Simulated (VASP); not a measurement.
**TiO: relaxation of shape and atoms at fixed volume with r2SCAN**

The system is TiO.

```
Ti O
1.0
     2.77524    0.00000    0.00000
    -1.38762    2.40342    0.00000
     0.00000    0.00000    2.79014
Ti O
1 1
Direct
  0.66667 0.33333 0.00000
  0.00000 0.00000 0.50000
```

This cell differs from its parent crystal: volume scaled by 0.97.

```yaml
Program: VASP 6.6.1
Task: relaxation of shape and atoms at fixed volume
Functional: r2SCAN
Potentials_or_basis: VASP PAW PBE potentials, release 64 (Ti_sv, O)
Cutoff: 600 eV
k_mesh: 18 × 18 × 14
Occupations: gaussian, width 0.1 eV
Spin: no spin polarisation
Dipole_correction: no
Further_INCAR_settings: ALGO = Normal; EDIFF = 1e-06; IBRION = 2; EDIFFG = -0.01; NSW = 50; ISIF = 4
```

| Property | Result |
| --- | --- |
| Energy gained by relaxing | 0.1 meV/atom |
| Ionic steps | 3 |
| Pressure after relaxing | 10.0 GPa |
| Band gap on the k mesh | zero (band 9 reaches 12.06 eV, above the bottom of band 10 at 12.03 eV) |

The path:
```tsv
step	energy change (eV)	largest force (eV/Å)	pressure (GPa)	volume (Å³)
1	0.0000	0.0000	10.09	18.61
2	-0.0002	0.0000	10.00	18.61
3	-0.0002	0.0000	10.01	18.61
```

Final structure:
```xyz
2
Lattice="2.7719 0.0000 0.0000 -1.3860 2.4006 0.0000 0.0000 0.0000 2.7968" Properties=species:S:1:pos:R:3 pbc="T T T"
Ti    1.3860    0.8002    2.7968
O     0.0000    0.0000    1.3984
```

Levels at points of the mesh, in eV from the Fermi level:
| k point | band 7 | band 8 | band 9 | band 10 | band 11 | band 12 |
| --- | --- | --- | --- | --- | --- | --- |
| (0.00, 0.00, 0.00) | -6.18 | -5.99 | -3.26 | 1.77 | 1.77 | 2.21 |
| (0.50, 0.00, 0.00) | -7.14 | -5.91 | -2.72 | 1.91 | 2.14 | 3.13 |
| (0.00, 0.00, 0.50) | -5.80 | -5.80 | 0.01 | 0.01 | 0.63 | 2.25 |
| (0.50, 0.00, 0.50) | -8.52 | -7.20 | -0.96 | 2.14 | 3.11 | 3.16 |

Run time: 31 min on 1 thread of AMD EPYC 7R13 (shared host), peak memory 0.2 GiB.

Caveat: the cell differs from its parent crystal (volume scaled by 0.97); the PAW data sets were made with another functional, which shifts forces and pressure a little; semilocal functionals often make such compounds metallic where correlation or magnetic order opens a gap, which also shifts bond lengths.
